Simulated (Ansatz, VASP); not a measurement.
# P in VASP and in Ansatz

File POSCAR:

```
P
1.0
    3.2170000000      0.0000000000      0.0000000000
   -1.6085000000      2.7860037240      0.0000000000
    0.0000000000      0.0000000000     28.0000000000
P
2
Direct
    0.3333333333      0.6666666667      0.5046785714
    0.6666666667      0.3333333333      0.4953214286
```

The input INCAR.step1:

```
SYSTEM = P
PREC     = Accurate       ! precision mode
ENCUT    = 520            ! plane-wave cutoff, eV
ISMEAR   = 0              ! smearing method
SIGMA    = 0.02           ! smearing width, eV
LREAL    = .FALSE.        ! projectors in reciprocal space
LASPH    = .TRUE.         ! aspherical terms in the spheres
NELM     = 60             ! most SCF steps
LDIPOL   = .TRUE.       
IDIPOL   = 3            
DIPOL    = 0.5 0.5 0.500
NBANDS   = 12             ! bands
GGA      = PE             ! functional
ALGO     = Normal         ! electronic algorithm
EDIFF    = 1E-4           ! SCF threshold, eV
LWAVE    = .TRUE.         ! write WAVECAR
LCHARG   = .FALSE.        ! write CHGCAR
```

File INCAR.step2:

```
SYSTEM = P
PREC     = Accurate       ! precision mode
ENCUT    = 520            ! plane-wave cutoff, eV
EDIFF    = 1E-7           ! SCF threshold, eV
ISMEAR   = 0              ! smearing method
SIGMA    = 0.02           ! smearing width, eV
LREAL    = .FALSE.        ! projectors in reciprocal space
LASPH    = .TRUE.         ! aspherical terms in the spheres
NELM     = 60             ! most SCF steps
ALGO     = Normal         ! electronic algorithm
ISIF     = 2              ! what is computed and relaxed
LWAVE    = .FALSE.        ! write WAVECAR
LCHARG   = .FALSE.        ! write CHGCAR
LDIPOL   = .TRUE.       
IDIPOL   = 3            
DIPOL    = 0.5 0.5 0.500
METAGGA  = R2SCAN         ! meta-GGA
LMIXTAU  = .TRUE.       
NBANDS   = 12             ! bands
ISTART   = 1
```

File KPOINTS:

```
Automatic mesh
0
G
  9 9 1
  0 0 0
```

Input for Ansatz:

```yaml
crystal:
  lattice:
    - [3.217, 0.0, 0.0]
    - [-1.6085, 2.786003724, 0.0]
    - [0.0, 0.0, 28.0]
  atoms:
    - { symbol: P, position: [0.3333333333, 0.6666666667, 0.5046785714] }
    - { symbol: P, position: [0.6666666667, 0.3333333333, 0.4953214286] }
  periodic: [true, true, false]
basis:
  ecutwfc: 500
kpoints:
  mp_grid: { grid: [9, 9, 1] }
hamiltonian:
  xc: r2scan
scf:
  occupations: { method: gaussian, width: 0.02 }
output:
  forces: true
  stress: true
  eigenvalues: true
```

Alike in both runs: task single point; functional r2SCAN; k mesh 9 × 9 × 1; occupations gaussian, width 0.02 eV; no spin polarisation.

|  | VASP | Ansatz |
| --- | --- | --- |
| version | VASP 6.6.1 | Ansatz 0.2.0 |
| potentials or method | VASP PAW PBE potentials, release 64 (P), cutoff 520 eV | scalar-relativistic, plane waves, PAW |
| valence electrons in the cell | 10 | 10 |

|  | VASP | Ansatz | Ansatz less VASP |
| --- | --- | --- | --- |
| gap on the k mesh at the Fermi level (eV) | none | none | - |
| rms of the force components (eV/Å) | 1.530 | 1.566 | +0.0362 |

VASP's potentials were made for PBE, not for r2SCAN. Atom by atom the forces differ by 0.036 eV/Å (rms over components). A gap of «none» marks a metal or a gap that the smearing closes.
